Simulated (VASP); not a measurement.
# Al8As8H (a cell with a defect) in VASP: notebook

The runs below take Al8As8H (a cell with a defect) through single point, with PBEsol.

Everything below comes from runs of VASP 6.6.1. Logs are shortened: lines on timing, memory, paths and dates and some standing lists are left out, and cuts for length are marked.

## Step 1: The cell of the first run

The cell holds a defect, 17 atoms: a = 8.027 Å, b = 8.027 Å, c = 8.027 Å, α = 60.00°, β = 60.00°, γ = 60.00°.

## Step 2: Single point, PBEsol

Input file INCAR:

```
PREC = Accurate ; ENCUT = 520
EDIFF = 1E-7 ; ISMEAR = 0
SIGMA = 0.02 ; LREAL = Auto
LASPH = T ; NELM = 60
ALGO = Normal ; ISIF = 2
LWAVE = F ; LCHARG = F
GGA = PS ; NELECT = 64.0
NBANDS = 46
```

Input file KPOINTS:

```
regular mesh
0
Gamma
  2 2 2
```

Input file POSCAR:

```
Al8As8H
1.0
    0.0000000000      5.6758016010     -5.6758016010
    5.6758016010      5.6758016010      0.0000000000
    5.6758016010      0.0000000000     -5.6758016010
Al As H
8 8 1
Direct
    0.5016612102      0.0064819919      0.4901955170
    0.5135241160      0.5049684963      0.4918984482
   -0.0164825176      0.0528652199      0.4800998505
   -0.0103912195      0.5049687606      0.4918983601
    0.5132572815     -0.0080838802     -0.0016269949
    0.5006371258      0.4988814266     -0.0001557489
   -0.0035464594     -0.0080837921     -0.0016270829
    0.0051289672      0.4682506872      0.0214914136
    0.1395439897      0.0956266688      0.1252853870
    0.1270113106      0.6189312536      0.1203045927
    0.6265234851      0.1270854851      0.1198674739
    0.6337528605      0.6189311655      0.1203046808
    0.1272093443      0.1309737465      0.6238160262
    0.1417066798      0.5698433855      0.6467433603
    0.6180009004      0.1309734822      0.6238161143
    0.6193907482      0.6349813213      0.6262370058
    1.0249398955      0.7899938749      0.6601272848
```

Potentials or basis: VASP PAW PBE potentials, release 64 (Al, As, H).

Started as:

```console
cat potpaw_PBE.64/Al/POTCAR potpaw_PBE.64/As/POTCAR potpaw_PBE.64/H/POTCAR > POTCAR
mpirun -np 1 vasp_std > vasp.out
```

OUTCAR:

```text
PREC = Accurate
   ENCUT = 520
   EDIFF = 1E-7
   ISMEAR = 0
   LREAL = Auto
   LASPH = T
   NELM = 60
   ISIF = 2
   GGA = PS
   NELECT = 64.0

 ion  position               nearest neighbor table
   1  0.502  0.006  0.490-  11 2.43  16 2.44  15 2.46  13 2.46
   2  0.514  0.505  0.492-  16 2.43  12 2.44  15 2.46  14 2.47
   3  0.984  0.053  0.480-  17 1.84   9 2.38  13 2.41  15 2.41
   4  0.990  0.505  0.492-  16 2.43  10 2.44  13 2.46  14 2.47
   5  0.513  0.992  0.998-  11 2.43  12 2.44   9 2.45  15 2.46
   6  0.501  0.499  1.000-  11 2.44  10 2.45  12 2.45  16 2.45
[... 8 lines left out ...]
  15  0.618  0.131  0.624-   3 2.41   1 2.46   2 2.46   5 2.46
  16  0.619  0.635  0.626-   2 2.43   4 2.43   1 2.44   6 2.45
  17  0.025  0.790  0.660-  14 1.56   3 1.84

  LATTYP: Found a face centered cubic cell.
 ALAT       =    11.3516032020

  Lattice vectors:

 A1 = (   0.0000000000,   5.6758016010,  -5.6758016010)
 A2 = (   5.6758016010,   5.6758016010,   0.0000000000)
 A3 = (   5.6758016010,   0.0000000000,  -5.6758016010)

Analysis of symmetry for initial positions (statically):
=====================================================================
 Subroutine PRICEL returns:
 Original cell was already a primitive cell.

 Routine SETGRP: Setting up the symmetry group for a
 face centered cubic supercell.

 Subroutine GETGRP returns: Found  2 space group operations
 (whereof  1 operations were pure point group operations)
 out of a pool of 48 trial point group operations.

The static configuration has the point symmetry C_1 .
 The point group associated with its full space group is C_1h.

Analysis of symmetry for dynamics (positions and initial velocities):
=====================================================================
 Subroutine PRICEL returns:
 Original cell was already a primitive cell.

 Routine SETGRP: Setting up the symmetry group for a
 face centered cubic supercell.

 Subroutine GETGRP returns: Found  2 space group operations
 (whereof  1 operations were pure point group operations)
 out of a pool of 48 trial point group operations.

The dynamic configuration has the point symmetry C_1 .
 The point group associated with its full space group is C_1h.

 Subroutine INISYM returns: Found  2 space group operations
 (whereof  1 operations are pure point group operations),
 and found     1 'primitive' translations

----------------------------------------------------------------------------------------
[... 110 lines left out ...]
   ISIF   =      2    stress and relaxation
   ISYM   =      2    0-nonsym 1-usesym 2-fastsym
   POTIM  = 0.5000    time-step for ionic-motion
   TEBEG  =    0.0;   TEEND  =   0.0 temperature during run
   PSTRESS=    0.0 pullay stress
   NELECT =      64.0000    total number of electrons
   NUPDOWN=      -1.0000    fix difference up-down
   EMIN   =  10.00;   EMAX   =-10.00  energy-range for DOS
   EFERMI =   0.00;   METHOD = LEGACY
   ISMEAR =     0;   SIGMA  =   0.02  broadening in eV -4-tet -1-fermi 0-gaus
   EFERMI_NEDOS =   21; number of points for ismear=-14 and -15
   IALGO  =     38    algorithm
   IMIX   =      4    mixing-type and parameters
     AMIX     =   0.40;   BMIX     =  1.00
     AMIX_MAG =   1.60;   BMIX_MAG =  1.00
  volume/ion in A,a.u.               =      21.51       145.16
  Fermi-wavevector in a.u.,A,eV,Ry     =   0.915723  1.730466 11.409155  0.838549
  Thomas-Fermi vector in A             =   2.040497
   LORBIT       =      0    0 simple, 1 ext, 2 COOP (PROOUT), +10 PAW based schemes
   GGA     = PS    functional components
   LHFCALC =     F    Hartree Fock is set to
   AEXX    =    0.0000 exact exchange contribution
   IVDW    =     0    specifies the selected vdW correction
   LEPSILON=     F    determine dielectric tensor
   LRPA    =     F    only Hartree local field effects (RPA)
 non-spin polarized calculation
 Gauss-broadening in eV      SIGMA  =   0.02
  energy-cutoff  :      520.00
  volume of cell :      365.69
 maximum number of plane-waves:      9864
 NGX is ok and might be reduce to    60
   NGX = 29   NGY = 29   NGZ = 29

 number of electron      64.0000000 magnetization

 Free energy of the ion-electron system (eV)
  ---------------------------------------------------
  ext. energy  EPLUGINS =         0.00000000
  ---------------------------------------------------
  free energy    TOTEN  =       -86.14224958 eV

  energy without entropy =      -86.14224958  energy(sigma->0) =      -86.14224958

 E-fermi :   3.8814     XC(G=0):  -9.1286

 val. band max:        3.7426672256   @ k =   0.0000   0.0000   0.0000
 cond. band min:       4.5764312311   @ k =   0.0000   0.0000   0.0000
 fundamental gap:      0.8337640055
 Fermi energy:         3.8813506444

 k-point     1 :       0.0000    0.0000    0.0000
  band No.  band energies     occupation
      1      -8.2508      2.00000
      2      -7.2125      2.00000
      3      -6.6644      2.00000
      4      -6.6227      2.00000
      5      -6.6184      2.00000
      6      -6.2157      2.00000
[... 271 lines left out ...]
     43       8.1585      0.00000
     44       8.9543      0.00000
 [bands above 44 left out]

------------------------ aborting loop because EDIFF is reached ----------------------------------------

  FORCE on cell =-STRESS in cart. coord.  units (eV):
  Direction    XX          YY          ZZ          XY          YZ          ZX
  --------------------------------------------------------------------------------------
  -------------------------------------------------------------------------------------
  Total       -4.2775603     -3.2891185     -3.2891185      0.2064066      0.6850510      0.2064047
  in kB      -18.7411012    -14.4104814    -14.4104814      0.9043207      3.0013859      0.9043124
  external PRESSURE =     -15.8540214 kB  Pullay stress =       0.0000000 kB

 VOLUME and BASIS-vectors are now :
 -----------------------------------------------------------------------------
  energy-cutoff  :      520.00
  volume of cell :      365.69
      direct lattice vectors                 reciprocal lattice vectors
     0.000000000  5.675801601 -5.675801601    -0.088093284  0.088093284 -0.088093284
     5.675801601  5.675801601  0.000000000     0.088093284  0.088093284  0.088093284
     5.675801601  0.000000000 -5.675801601     0.088093284 -0.088093284 -0.088093284

 POSITION                                       TOTAL-FORCE (eV/Angst)
 -----------------------------------------------------------------------------------
      2.81904      2.88412     -5.62958        -0.001632     -0.000302     -0.000302
      5.65802      5.78076     -5.70658         0.007825     -0.002883      0.008104
      3.02500      5.88230     -8.30720        -0.017164     -0.020977     -0.020977
      5.65802      8.48293     -8.40874         0.007825      0.008104     -0.002883
     11.29649      8.54307     -8.57971        -0.003219     -0.000060      0.001080
      8.50647      5.67307     -8.51643         0.000364      0.000866      0.000866
[... 9 lines left out ...]
      7.15843      7.11957     -7.06994         0.001446      0.000155      0.000155
      8.23060      4.62540     -3.88831         0.052887      0.023499      0.023499
 -----------------------------------------------------------------------------------
    total drift:                                0.005274     -0.002966     -0.011660

  FREE ENERGIE OF THE ION-ELECTRON SYSTEM (eV)
  ---------------------------------------------------
  free  energy   TOTEN  =       -86.1422495820 eV

  energy  without entropy=      -86.1422495820  energy(sigma->0) =      -86.14224958
```

It took 6 min on 1 thread of Intel Xeon 8259CL, shared host; peak memory 0.5 GiB.

What came out:

- Free energy: -86.1422 eV
- Largest force: 0.062 eV/Å

Forces in eV/Å, atoms in the order of the input:
```
Al  -0.002  0.000  0.000
Al   0.008 -0.003  0.008
Al  -0.017 -0.021 -0.021
Al   0.008  0.008 -0.003
Al  -0.003  0.000  0.001
Al   0.000  0.001  0.001
Al  -0.003  0.001  0.000
Al  -0.002  0.010  0.010
As  -0.018  0.004  0.004
As  -0.001 -0.003  0.003
As   0.003 -0.001 -0.001
As  -0.001  0.003 -0.003
As   0.009  0.000 -0.005
As  -0.044 -0.016 -0.016
As   0.009 -0.005  0.000
As   0.001  0.000  0.000
H    0.053  0.023  0.023
```

Levels at points of the mesh, in eV from the Fermi level:
```csv
k point,band 30,band 31,band 32,band 33,band 34,band 35
"(0.00, 0.00, 0.00)",-0.24,-0.15,-0.14,0.70,1.00,1.46
"(0.50, 0.00, 0.00)",-0.69,-0.56,-0.53,1.68,2.06,2.36
"(0.00, 0.50, 0.00)",-0.63,-0.61,-0.55,1.71,2.19,2.26
"(0.00, 0.00, 0.50)",-0.70,-0.57,-0.53,1.23,1.95,2.35
"(0.50, 0.50, 0.00)",-1.08,-1.03,-0.85,1.88,2.43,2.83
"(0.00, 0.50, 0.50)",-1.07,-1.05,-0.80,2.21,2.41,2.89
```

Caveat: the k points lie up to 0.48 Å⁻¹ apart; the cell carries a net charge on a neutralising background, which shifts energy and pressure; the cell is charged against a uniform background, so pressure and absolute levels hang on convention; the PAW data sets were made with another functional, which shifts forces and pressure a little.

## Step 3: Single point, PBEsol (with an interstitial atom, then relaxed in part)

Input file INCAR:

```
SYSTEM = Al8As8H
PREC     = Accurate       ! precision mode
ENCUT    = 520            ! plane-wave cutoff, eV
EDIFF    = 1E-6           ! SCF threshold, eV
ISMEAR   = 0              ! smearing method
SIGMA    = 0.02           ! smearing width, eV
LREAL    = Auto         
LASPH    = .True.         ! aspherical terms in the spheres
NELM     = 100            ! most SCF steps
ALGO     = Normal         ! electronic algorithm
ISIF     = 2              ! what is computed and relaxed
LWAVE    = .False.        ! write WAVECAR
LCHARG   = .False.        ! write CHGCAR
GGA      = PS             ! functional
NELECT   = 64.0         
NBANDS   = 46             ! bands
```

Input file KPOINTS:

```
Automatic mesh
0
Gamma
  2 2 2
  0 0 0
```

Input file POSCAR:

```
Al8As8H
1.0
    0.0000000000      5.6758016010     -5.6758016010
    5.6758016010      5.6758016010      0.0000000000
    5.6758016010      0.0000000000     -5.6758016010
Al As H
8 8 1
Direct
    0.4937601643      0.0026830031      0.5000733819
    0.4941646898      0.5187440116      0.4939403336
   -0.0304719942      0.0514069011      0.4896992819
   -0.0150349651      0.4823531919      0.5066760436
    0.4942288375      0.0021810619      0.0039403549
    0.4872857107      0.4999769231      0.0066732806
   -0.0175485585     -0.0114808080      0.0145110721
   -0.0144599656      0.4810726197      0.0267408468
    0.1204900267      0.1082711124      0.1309332369
    0.1139628553      0.6156402537      0.1352113450
    0.6128250307      0.1281721291      0.1297023059
    0.6145249649      0.6298138738      0.1234143574
    0.1199881335      0.1095264218      0.6402619611
    0.1213679882      0.5727510335      0.6532601762
    0.5992035213      0.1431424277      0.6290557555
    0.6140496822      0.6304234298      0.6328432110
    0.9565341332      0.7912543743      0.6288941801
```

Potentials or basis: VASP PAW PBE potentials, release 64 (Al, As, H).

Started as:

```console
cat potpaw_PBE.64/Al/POTCAR potpaw_PBE.64/As/POTCAR potpaw_PBE.64/H/POTCAR > POTCAR
mpirun -np 1 vasp_std > vasp.out
```

Wall time 7.8 min (1 thread of Intel Xeon 8259CL, shared host); peak memory 0.51 GiB.

It converged, with:

```yaml
Free_energy: -86.1489 eV
Largest_force: 0.069 eV/Å
```

Forces in eV/Å, atoms in the order of the input:
```
Al   0.003  0.000 -0.002
Al   0.003 -0.004  0.000
Al  -0.006 -0.024 -0.007
Al   0.002  0.002  0.004
Al  -0.005 -0.001  0.003
Al   0.001  0.003  0.001
Al   0.000  0.004  0.001
Al   0.004 -0.002  0.001
As  -0.017  0.001 -0.002
As   0.000  0.000  0.003
As   0.003  0.003  0.001
As  -0.001  0.002  0.003
As   0.001  0.001 -0.019
As  -0.040 -0.011 -0.036
As   0.004  0.003  0.005
As   0.001 -0.001 -0.002
H    0.045  0.025  0.047
```

Levels at points of the mesh, in eV from the Fermi level:
```tsv
k point	band 29	band 30	band 31	band 32	band 33	band 34	band 35	band 36
(0.00, 0.00, 0.00)	-0.77	-0.18	-0.11	-0.09	0.77	1.10	1.47	1.50
(0.50, 0.00, 0.00)	-0.70	-0.68	-0.51	-0.47	1.77	2.23	2.38	2.45
(0.00, 0.50, 0.00)	-0.60	-0.58	-0.58	-0.52	1.79	2.23	2.37	2.42
(0.00, 0.00, 0.50)	-0.80	-0.65	-0.52	-0.48	1.43	2.04	2.41	2.47
(0.50, 0.50, 0.50)	-0.80	-0.65	-0.52	-0.48	1.45	2.04	2.41	2.46
(0.50, 0.50, 0.00)	-1.06	-1.05	-0.98	-0.82	1.64	2.47	2.80	3.10
(0.00, 0.50, 0.50)	-1.06	-1.04	-0.98	-0.78	2.21	2.49	2.98	3.15
(0.50, 0.00, 0.50)	-1.06	-1.04	-0.98	-0.78	2.20	2.49	2.99	3.15
```

Caveat: the k points lie up to 0.48 Å⁻¹ apart; the cell carries a net charge on a neutralising background, which shifts energy and pressure; the cell differs from its parent crystal (with an interstitial atom, then relaxed in part); the cell is charged against a uniform background, so pressure and absolute levels hang on convention; the PAW data sets were made with another functional, which shifts forces and pressure a little.

## Step 4: Single point, PBEsol

Input file INCAR:

```
  ALGO = Normal
  EDIFF = 1E-6
  ENCUT = 520
  GGA = PS
  ISIF = 2
  ISMEAR = 0
  LASPH = T
  LCHARG = F
  LREAL = Auto
  LWAVE = F
  NBANDS = 46
  NELECT = 64.0
  NELM = 60
  PREC = Accurate
  SIGMA = 0.02
```

Input file KPOINTS:

```
k-points
0
Gamma
  2 2 2
```

Input file POSCAR:

```
Al8As8H
1.0
    0.0000000000      5.6758016010     -5.6758016010
    5.6758016010      5.6758016010      0.0000000000
    5.6758016010      0.0000000000     -5.6758016010
Al As H
8 8 1
Direct
    0.5047539011      0.0016040025      0.4937700781
    0.5051584255      0.5176650289      0.4876370237
   -0.0194783059      0.0503278691      0.4833960369
   -0.0040412794      0.4812743101      0.5003727578
    0.5052225574      0.0011020470     -0.0023628381
    0.4982793971      0.4988979882      0.0003699918
   -0.0065548450     -0.0125598118      0.0082078274
   -0.0034662064      0.4799936100      0.0204375537
    0.1314838066      0.1071920837      0.1246299729
    0.1249566228      0.6145612982      0.1289081352
    0.6238187571      0.1270931493      0.1233990455
    0.6255186051      0.6287348908      0.1171111231
    0.1309818511      0.1084474129      0.6339587345
    0.1323617443      0.5716720259      0.6469568984
    0.6101972450      0.1420633695      0.6227524759
    0.6250434299      0.6293444964      0.6265399586
    0.9675279169      0.7901753471      0.6225909129
```

Started as:

```console
cat potpaw_PBE.64/Al/POTCAR potpaw_PBE.64/As/POTCAR potpaw_PBE.64/H/POTCAR > POTCAR
mpirun -np 1 vasp_std > vasp.out
```

Run time: 6.6 min. Hardware: 1 thread of Intel Xeon 8259CL, shared host; peak memory 0.51 GiB.

Results (log left out):

| Item | Value |
| --- | --- |
| Free energy | -86.1495 eV |
| Largest force | 0.069 eV/Å |

Forces on the atoms (eV/Å):
```
Al   0.003 -0.001  0.000
Al   0.006 -0.003  0.006
Al  -0.007 -0.025 -0.009
Al   0.001  0.001  0.002
Al  -0.002 -0.002  0.002
Al   0.000  0.000  0.000
Al  -0.005 -0.001 -0.002
Al   0.003 -0.001  0.000
As  -0.019  0.001  0.003
As  -0.005  0.008  0.001
As   0.004  0.003  0.006
As   0.001  0.000 -0.003
As   0.008  0.001 -0.015
As  -0.036 -0.005 -0.037
As   0.001  0.001  0.005
As   0.003  0.000 -0.005
H    0.046  0.023  0.046
```

Levels at points of the mesh, in eV from the Fermi level:
```
           k point  band 28  band 29  band 30  band 31  band 32  band 33  band 34  band 35  band 36  band 37
(0.00, 0.00, 0.00)    -0.82    -0.80    -0.21    -0.15    -0.13     0.74     1.06     1.44     1.47     1.85
(0.50, 0.00, 0.00)    -1.54    -0.74    -0.72    -0.55    -0.51     1.74     2.19     2.35     2.41     2.45
(0.00, 0.50, 0.00)    -1.55    -0.64    -0.62    -0.61    -0.55     1.76     2.19     2.34     2.38     2.45
(0.00, 0.00, 0.50)    -1.59    -0.83    -0.68    -0.56    -0.52     1.40     2.00     2.37     2.43     2.43
(0.50, 0.50, 0.50)    -1.59    -0.83    -0.68    -0.56    -0.52     1.42     2.00     2.37     2.43     2.43
(0.50, 0.50, 0.00)    -1.41    -1.09    -1.09    -1.01    -0.86     1.61     2.44     2.77     3.07     3.21
(0.00, 0.50, 0.50)    -1.36    -1.10    -1.07    -1.02    -0.81     2.18     2.46     2.95     3.11     3.23
(0.50, 0.00, 0.50)    -1.36    -1.10    -1.07    -1.02    -0.81     2.17     2.46     2.95     3.11     3.23
```

Caveat: the k points lie up to 0.48 Å⁻¹ apart; the cell carries a net charge on a neutralising background, which shifts energy and pressure; the cell is charged against a uniform background, so pressure and absolute levels hang on convention; the PAW data sets were made with another functional, which shifts forces and pressure a little.

(Continued in part 2 of 2.)
